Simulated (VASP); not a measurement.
Crystal: Pd.

```
Pd
1.0
     0.00000    2.80734    2.80734
     2.80734    0.00000    2.80734
     2.80734    2.80734    0.00000
Pd
2
Direct
  0.12500 0.12500 0.12500
  0.87500 0.87500 0.87500
```

This isn't the form of Pd at room conditions, which is fcc.

Base run:

```yaml
Program: VASP 6.6.1
Functional: LDA
Potentials_or_basis: VASP PAW LDA potentials, release 64 (Pd)
Cutoff: 520 eV
k_mesh: 16 × 16 × 16
Occupations: fermi-dirac, width 0.05 eV
Spin: collinear spin
Starting_moments: "[0.5, -0.5] μB"
```

Its results: pressure -0.2 GPa; net moment 0.00 μB per cell.

Problem. The run is repeated on the same cell with these changes: k mesh from 16 × 16 × 16 to 11 × 11 × 11; moments at the start from [0.5, -0.5] to [0.42, 0.42]. What comes out?

Solution. Pressure -0.2 GPa; net moment 0.83 μB per cell; site moments Pd +0.40 μB.
